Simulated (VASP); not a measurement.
Write the native input for VASP 6.6.1 that does the following.

| Property | Result |
| --- | --- |
| Task | single point |
| Functional | PBE |
| Potentials or basis | VASP PAW PBE potentials, release 64 (Al, N) |
| Cutoff | 520 eV |
| k mesh | 12 × 12 × 6 |
| Occupations | gaussian, width 0.05 eV |
| Spin | no spin polarisation |
| Dipole correction | no |
| Further INCAR settings | ALGO = Normal; EDIFF = 1e-06; NBANDS = 16 |

The structure of AlN lies in POSCAR:

```
AlN
1.0
    3.1302395629      0.0000000000      0.0000000000
   -1.5651197815      2.7108669814      0.0000000000
    0.0000000000      0.0000000000      5.0179796548
Al N
2 2
Direct
    0.3420937865      0.6710468932      0.0032853287
    0.6754271198      0.3377135599      0.5032853287
    0.3333333333      0.6666666667      0.3832712825
    0.6666666667      0.3333333333      0.8832712825
```

This cell differs from its parent crystal: all Al atoms moved -0.025 Å, as atom 1 towards its neighbour atom 4 (N) at 1.902 Å.

One way to write it, as run:

INCAR

```
SYSTEM = AlN
PREC = Accurate
ENCUT = 520
EDIFF = 1E-6
ISMEAR = 0
SIGMA = 0.05
LREAL = .FALSE.
LASPH = .TRUE.
NELM = 60
ALGO = Normal
ISIF = 2
LWAVE = .FALSE.
LCHARG = .FALSE.
GGA = PE
NBANDS = 16
```

KPOINTS

```
regular mesh
0
G
  12 12 6
  0 0 0
```

Potentials or basis: VASP PAW PBE potentials, release 64 (Al, N).

Command:

```bash
$ cat potpaw_PBE.64/Al/POTCAR potpaw_PBE.64/N/POTCAR > POTCAR
$ mpirun -np 1 vasp_std > vasp.out
```

Results of the run:

```json
{
  "Pressure": "-0.2 GPa",
  "Largest force": "0.357 eV/Å",
  "Band gap on the k mesh": "4.06 eV, direct"
}
```

Caveat: the cell differs from its parent crystal (all Al atoms moved -0.025 Å, as atom 1 towards its neighbour atom 4 (N) at 1.902 Å).

Run time: 2.2 min on 1 thread of Intel Xeon 8259CL, with other jobs on the host, peak memory 0.26 GiB.
